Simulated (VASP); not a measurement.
# ScRu3 (Pm-3m) in VASP: a series of runs

ScRu3 is run at these levels: PBE; tasks: single point.

Program: VASP 6.6.1. These are calculated values, not measurements. Logs are shortened: lines on timing, memory, paths and dates and some standing lists are left out, and cuts for length are marked.

## 1. The cell of the first run

It takes space group Pm-3m (No. 221, cubic). Conventional cell: a = 3.938 Å, b = 3.938 Å, c = 3.938 Å, α = 90.00°, β = 90.00°, γ = 90.00°. Sc (site symmetry m-3m) has 12 Ru at 2.78 Å within 3.7 Å. Ru (site symmetry 4/mmm) has 4 Sc at 2.78 Å and 8 Ru at 2.78 Å within 3.7 Å.

## 2. Single point, PBE

INCAR reads:

```
PREC = Accurate ; ENCUT = 520
EDIFF = 1E-6 ; ISMEAR = -1
SIGMA = 0.1 ; LREAL = F
LASPH = T ; NELM = 60
ALGO = Normal ; ISIF = 2
LWAVE = F ; LCHARG = F
GGA = PE ; NBANDS = 34
```

KPOINTS reads:

```
regular mesh
0
Gamma
  7 7 7
```

POSCAR reads:

```
ScRu3
1.0
    3.9384370000      0.0000000000      0.0000000000
    0.0000000000      3.9384370000      0.0000000000
    0.0000000000      0.0000000000      3.9384370000
Sc Ru
1 3
Direct
    0.0000000000      0.0000000000      0.0000000000
    0.0000000000      0.5000000000      0.5000000000
    0.5000000000      0.0000000000      0.5000000000
    0.5000000000      0.5000000000      0.0000000000
```

Potentials or basis: VASP PAW PBE potentials, release 64 (Sc_sv, Ru_pv).

Started as:

```bash
$ cat potpaw_PBE.64/Sc_sv/POTCAR potpaw_PBE.64/Ru_pv/POTCAR > POTCAR
$ mpirun -np 1 vasp_std > vasp.out
```

OUTCAR:

```text
PREC = Accurate
   ENCUT = 520
   EDIFF = 1E-6
   ISMEAR = -1
   LREAL = F
   LASPH = T
   NELM = 60
   ISIF = 2
   GGA = PE

 ion  position               nearest neighbor table
   1  0.000  0.000  0.000-   2 2.78   3 2.78   4 2.78   2 2.78   3 2.78   2 2.78   4 2.78   2 2.78
                             3 2.78   4 2.78   3 2.78   4 2.78
   2  0.000  0.500  0.500-   1 2.78   3 2.78   4 2.78   1 2.78   4 2.78   1 2.78   3 2.78   1 2.78
                             3 2.78   4 2.78   4 2.78   3 2.78
   3  0.500  0.000  0.500-   1 2.78   2 2.78   4 2.78   1 2.78   4 2.78   2 2.78   4 2.78   4 2.78
                             1 2.78   2 2.78   1 2.78   2 2.78
   4  0.500  0.500  0.000-   1 2.78   2 2.78   3 2.78   2 2.78   3 2.78   1 2.78   3 2.78   3 2.78
                             1 2.78   2 2.78   2 2.78   1 2.78

  LATTYP: Found a simple cubic cell.
 ALAT       =     3.9384370000

  Lattice vectors:

 A1 = (   3.9384370000,   0.0000000000,   0.0000000000)
 A2 = (   0.0000000000,   3.9384370000,   0.0000000000)
 A3 = (   0.0000000000,   0.0000000000,   3.9384370000)

Analysis of symmetry for initial positions (statically):
=====================================================================
 Subroutine PRICEL returns:
 Original cell was already a primitive cell.

 Routine SETGRP: Setting up the symmetry group for a
 simple cubic supercell.

 Subroutine GETGRP returns: Found 48 space group operations
 (whereof 48 operations were pure point group operations)
 out of a pool of 48 trial point group operations.

The static configuration has the point symmetry O_h .

Analysis of symmetry for dynamics (positions and initial velocities):
=====================================================================
 Subroutine PRICEL returns:
 Original cell was already a primitive cell.

 Routine SETGRP: Setting up the symmetry group for a
 simple cubic supercell.

 Subroutine GETGRP returns: Found 48 space group operations
 (whereof 48 operations were pure point group operations)
 out of a pool of 48 trial point group operations.

The dynamic configuration has the point symmetry O_h .

 Subroutine INISYM returns: Found 48 space group operations
 (whereof 48 operations are pure point group operations),
 and found     1 'primitive' translations

----------------------------------------------------------------------------------------

                                     Primitive cell

  volume of cell :      61.0902

  direct lattice vectors                    reciprocal lattice vectors
     3.938437000  0.000000000  0.000000000     0.253907832  0.000000000  0.000000000
     0.000000000  3.938437000  0.000000000     0.000000000  0.253907832  0.000000000
     0.000000000  0.000000000  3.938437000     0.000000000  0.000000000  0.253907832

  length of vectors
     3.938437000  3.938437000  3.938437000     0.253907832  0.253907832  0.253907832

  position of ions in fractional coordinates (direct lattice)
     0.000000000  0.000000000  0.000000000
     0.000000000  0.500000000  0.500000000
     0.500000000  0.000000000  0.500000000
     0.500000000  0.500000000  0.000000000

  ion indices of the primitive-cell ions
   primitive index   ion index
                 1           1
                 2           2
                 3           3
                 4           4

----------------------------------------------------------------------------------------

 KPOINTS: regular mesh

Automatic generation of k-mesh.
 Grid dimensions read from file:
 generate k-points for:    7    7    7

 Generating k-lattice:

  Cartesian coordinates                     Fractional coordinates (reciprocal lattice)
     0.036272547  0.000000000  0.000000000     0.142857143  0.000000000  0.000000000
     0.000000000  0.036272547  0.000000000     0.000000000  0.142857143  0.000000000
     0.000000000  0.000000000  0.036272547     0.000000000  0.000000000  0.142857143

  Length of vectors
     0.036272547  0.036272547  0.036272547

  Shift w.r.t. Gamma in fractional coordinates (k-lattice)
     0.000000000  0.000000000  0.000000000

 Subroutine IBZKPT returns following result:
 ===========================================

 Found     20 irreducible k-points:

 Following reciprocal coordinates:
            Coordinates               Weight
  0.000000  0.000000  0.000000      1.000000
  0.142857  0.000000  0.000000      6.000000
  0.285714  0.000000  0.000000      6.000000
  0.428571  0.000000  0.000000      6.000000
  0.142857  0.142857  0.000000     12.000000
  0.285714  0.142857  0.000000     24.000000
[... 12 lines left out ...]
  0.428571  0.428571  0.285714     24.000000
  0.428571  0.428571  0.428571      8.000000
   k-points           NKPTS =     20   k-points in BZ     NKDIM =     20   number of bands    NBANDS=     34
   number of dos      NEDOS =    301   number of ions     NIONS =      4
   total plane-waves  NPLWV =  27000
   dimension x,y,z NGX =    30 NGY =   30 NGZ =   30
   dimension x,y,z NGXF=    60 NGYF=   60 NGZF=   60
   ions per type =               1   3
   NGX,Y,Z   is equivalent  to a cutoff of  12.66, 12.66, 12.66 a.u.
   NGXF,Y,Z  is equivalent  to a cutoff of  25.33, 25.33, 25.33 a.u.
 SYSTEM =  unknown system
   PREC   = accura    normal or accurate (medium, high low for compatibility)
   ISTART =      0    job   : 0-new  1-cont  2-samecut
   ICHARG =      2    charge: 1-file 2-atom 10-const
   ISPIN  =      1    spin polarized calculation?
   LNONCOLLINEAR =      F non collinear calculations
   LSORBIT =      F    spin-orbit coupling
   LASPH  =      T    aspherical Exc in radial PAW
   ENCUT  =  520.0 eV  38.22 Ry    6.18 a.u.   7.32  7.32  7.32*2*pi/ulx,y,z
   NELM   =     60;   NELMIN=  2; NELMDL= -5     # of ELM steps
   EDIFF  = 0.1E-05   stopping-criterion for ELM
   LREAL  =      F    real-space projection
[... 7 lines left out ...]
   TEBEG  =    0.0;   TEEND  =   0.0 temperature during run
   PSTRESS=    0.0 pullay stress
   NELECT =      53.0000    total number of electrons
   NUPDOWN=      -1.0000    fix difference up-down
   EMIN   =  10.00;   EMAX   =-10.00  energy-range for DOS
   EFERMI =   0.00;   METHOD = LEGACY
   ISMEAR =    -1;   SIGMA  =   0.10  broadening in eV -4-tet -1-fermi 0-gaus
   EFERMI_NEDOS =   21; number of points for ismear=-14 and -15
   IALGO  =     38    algorithm
   IMIX   =      4    mixing-type and parameters
     AMIX     =   0.40;   BMIX     =  1.00
     AMIX_MAG =   1.60;   BMIX_MAG =  1.00
  volume/ion in A,a.u.               =      15.27       103.06
  Fermi-wavevector in a.u.,A,eV,Ry     =   1.561383  2.950587 33.169889  2.437918
  Thomas-Fermi vector in A             =   2.664457
   LORBIT       =      0    0 simple, 1 ext, 2 COOP (PROOUT), +10 PAW based schemes
   GGA     = PE    functional components
   LHFCALC =     F    Hartree Fock is set to
   AEXX    =    0.0000 exact exchange contribution
   IVDW    =     0    specifies the selected vdW correction
   LEPSILON=     F    determine dielectric tensor
   LRPA    =     F    only Hartree local field effects (RPA)
 non-spin polarized calculation
  energy-cutoff  :      520.00
  volume of cell :       61.09
 maximum number of plane-waves:      1663
 NGX is ok and might be reduce to    30
   NGX = 15   NGY = 15   NGZ = 15

 number of electron      52.9999966 magnetization

 Free energy of the ion-electron system (eV)
  ---------------------------------------------------
  ext. energy  EPLUGINS =         0.00000000
  ---------------------------------------------------
  free energy    TOTEN  =       -34.11813552 eV

  energy without entropy =      -33.90875685  energy(sigma->0) =      -34.01344618

 E-fermi :   9.5627     XC(G=0): -13.0148

 val. band max:        9.5453038779   @ k =   0.4286   0.1429   0.1429
 cond. band min:       9.5633159368   @ k =   0.4286   0.1429   0.0000
 fundamental gap:      0.0180120590
 Fermi energy:         9.5626667894

 k-point     1 :       0.0000    0.0000    0.0000
  band No.  band energies     occupation
      1     -38.6388      2.00000
      2     -32.9250      2.00000
      3     -32.9250      2.00000
      4     -32.9250      2.00000
      5     -32.5660      2.00000
      6     -32.5660      2.00000
[... 26 lines left out ...]
     33      14.0016      0.00000
     34      14.0016      0.00000

 k-point     2 :       0.1429    0.0000    0.0000
  band No.  band energies     occupation
      1     -38.6396      2.00000
      2     -32.9116      2.00000
      3     -32.9116      2.00000
      4     -32.9017      2.00000
      5     -32.5705      2.00000
      6     -32.5705      2.00000
[... 26 lines left out ...]
     33      13.8439      0.00000
     34      14.0046      0.00000

 k-point     3 :       0.2857    0.0000    0.0000
  band No.  band energies     occupation
      1     -38.6413      2.00000
      2     -32.8775      2.00000
      3     -32.8775      2.00000
      4     -32.8367      2.00000
      5     -32.5855      2.00000
      6     -32.5855      2.00000
[... 26 lines left out ...]
     33      13.5150      0.00000
     34      13.5881      0.00000

 k-point     4 :       0.4286    0.0000    0.0000
  band No.  band energies     occupation
      1     -38.6427      2.00000
      2     -32.8438      2.00000
      3     -32.8438      2.00000
      4     -32.7464      2.00000
      5     -32.6171      2.00000
      6     -32.6058      2.00000
[... 26 lines left out ...]
     33      13.1670      0.00000
     34      13.2768      0.00000

 k-point     5 :       0.1429    0.1429    0.0000
  band No.  band energies     occupation
      1     -38.6401      2.00000
      2     -32.9195      2.00000
      3     -32.8979      2.00000
      4     -32.8613      2.00000
      5     -32.5970      2.00000
      6     -32.5739      2.00000
[... 473 lines left out ...]
 k-point    18 :       0.4286    0.2857    0.2857
  band No.  band energies     occupation
      1     -38.6391      2.00000
      2     -33.0255      2.00000
      3     -32.7775      2.00000
      4     -32.7737      2.00000
      5     -32.7428      2.00000
      6     -32.6167      2.00000
[... 26 lines left out ...]
     33      13.3388      0.00000
     34      13.4054      0.00000

 k-point    19 :       0.4286    0.4286    0.2857
  band No.  band energies     occupation
      1     -38.6374      2.00000
      2     -33.0626      2.00000
      3     -32.8158      2.00000
      4     -32.7798      2.00000
      5     -32.7776      2.00000
      6     -32.5708      2.00000
[... 26 lines left out ...]
     33      13.4142      0.00000
     34      13.4520      0.00000

 k-point    20 :       0.4286    0.4286    0.4286
  band No.  band energies     occupation
      1     -38.6351      2.00000
      2     -33.1115      2.00000
      3     -32.8207      2.00000
      4     -32.8203      2.00000
      5     -32.8203      2.00000
      6     -32.5130      2.00000
[... 26 lines left out ...]
     33      13.6113      0.00000
     34      13.6175      0.00000

------------------------ aborting loop because EDIFF is reached ----------------------------------------

  FORCE on cell =-STRESS in cart. coord.  units (eV):
  Direction    XX          YY          ZZ          XY          YZ          ZX
  --------------------------------------------------------------------------------------
  -------------------------------------------------------------------------------------
  Total       -0.5039729     -0.5039729     -0.5039729     -0.0000000     -0.0000000     -0.0000000
  in kB      -13.2174004    -13.2174004    -13.2174004     -0.0000000     -0.0000000     -0.0000000
  external PRESSURE =     -13.2174004 kB  Pullay stress =       0.0000000 kB

 VOLUME and BASIS-vectors are now :
 -----------------------------------------------------------------------------
  energy-cutoff  :      520.00
  volume of cell :       61.09
      direct lattice vectors                 reciprocal lattice vectors
     3.938437000  0.000000000  0.000000000     0.253907832  0.000000000  0.000000000
     0.000000000  3.938437000  0.000000000     0.000000000  0.253907832  0.000000000
     0.000000000  0.000000000  3.938437000     0.000000000  0.000000000  0.253907832

 POSITION                                       TOTAL-FORCE (eV/Angst)
 -----------------------------------------------------------------------------------
      0.00000      0.00000      0.00000         0.000000      0.000000      0.000000
      0.00000      1.96922      1.96922         0.000000      0.000000      0.000000
      1.96922      0.00000      1.96922         0.000000      0.000000      0.000000
      1.96922      1.96922      0.00000         0.000000      0.000000      0.000000
 -----------------------------------------------------------------------------------
    total drift:                                0.000000      0.000000     -0.000000

  FREE ENERGIE OF THE ION-ELECTRON SYSTEM (eV)
  ---------------------------------------------------
  free  energy   TOTEN  =       -34.1181355186 eV

  energy  without entropy=      -33.9087568487  energy(sigma->0) =      -34.01344618
```

Wall time 63 s (1 thread of Intel Xeon 8259CL, shared host); peak memory 0.18 GiB.

Results:

```yaml
Free_energy: -34.1181 eV
Pressure: -1.3 GPa
Band_gap_on_the_k_mesh: zero (an odd number of electrons rules out a gap without spin polarisation)
```

Levels at points of the mesh, in eV from the Fermi level:
| k point | band 23 | band 24 | band 25 | band 26 | band 27 | band 28 | band 29 | band 30 | band 31 | band 32 |
| --- | --- | --- | --- | --- | --- | --- | --- | --- | --- | --- |
| (0.00, 0.00, 0.00) | -1.09 | 0.68 | 0.68 | 1.79 | 2.25 | 2.25 | 2.25 | 3.91 | 3.91 | 3.91 |

(Part 1 of 2 ends here.)
